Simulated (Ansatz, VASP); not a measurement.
# Two plane-wave programs on YNi2B2C

```
Y Ni B C
1.0
    -1.73835    1.73835    5.09902
     1.73835   -1.73835    5.09902
     1.73835    1.73835   -5.09902
Y Ni B C
1 2 2 1
Direct
  0.50000 0.50000 0.00000
  0.75000 0.25000 0.50000
  0.25000 0.75000 0.50000
  0.14531 0.14531 0.00000
  0.85469 0.85469 0.00000
  0.00000 0.00000 0.00000
```

Alike in both runs: functional LDA; k mesh 14 × 14 × 14; occupations gaussian, width 0.1 eV; no spin polarisation.

Ansatz relaxed the structure, and its values are those at the end. VASP's run is a single point on that final structure, the one shown.

|  | VASP | Ansatz |
| --- | --- | --- |
| version | VASP 6.6.1 | Ansatz 0.2.0 |
| potentials or method | VASP PAW LDA potentials, release 64 (Y_sv, Ni, B, C), cutoff 520 eV | scalar-relativistic, plane waves, PAW |
| valence electrons in the cell | 41 | 57 |

```tsv
	VASP	Ansatz	Ansatz less VASP
gap on the k mesh at the Fermi level (eV)	none	none	-
pressure (GPa)	0.3	0.0	-0.25
```

LDA's correlation is that of Perdew and Zunger in VASP and of Perdew and Wang (1992) in Ansatz. A gap of «none» marks a metal or a gap that the smearing closes. VASP's potentials hold 41 valence electrons a cell and Ansatz's 57, so a difference there can come from the potentials and not from the codes.
